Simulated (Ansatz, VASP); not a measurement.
## One calculation of Sc, two programs

```xyz
1
Lattice="-0.0227 2.2705 2.2705 2.2705 -0.0227 2.2705 2.2478 2.2478 0.0000" Properties=species:S:1:pos:R:3 pbc="T T T"
Sc    0.0000    0.0000    0.0000
```

Change from the starting cell: xy shear strain of -2 %.

Alike in both runs: task single point; functional PBE; k mesh 15 × 15 × 15; occupations fermi-dirac, width 0.03 eV; no spin polarisation.

```csv
,VASP,Ansatz
version,VASP 6.6.1,Ansatz 0.2.0
potentials or method,"VASP PAW PBE potentials, release 64 (Sc_sv), cutoff 520 eV","all-electron LAPW, scalar-relativistic"
```

```tsv
	VASP	Ansatz	Ansatz less VASP
pressure (GPa)	2.9	2.9	-0.03
traceless stress, the component that is largest in VASP (GPa)	0.74	0.74	-0.006
```

Ansatz ran all-electron here, and VASP with PAW potentials.
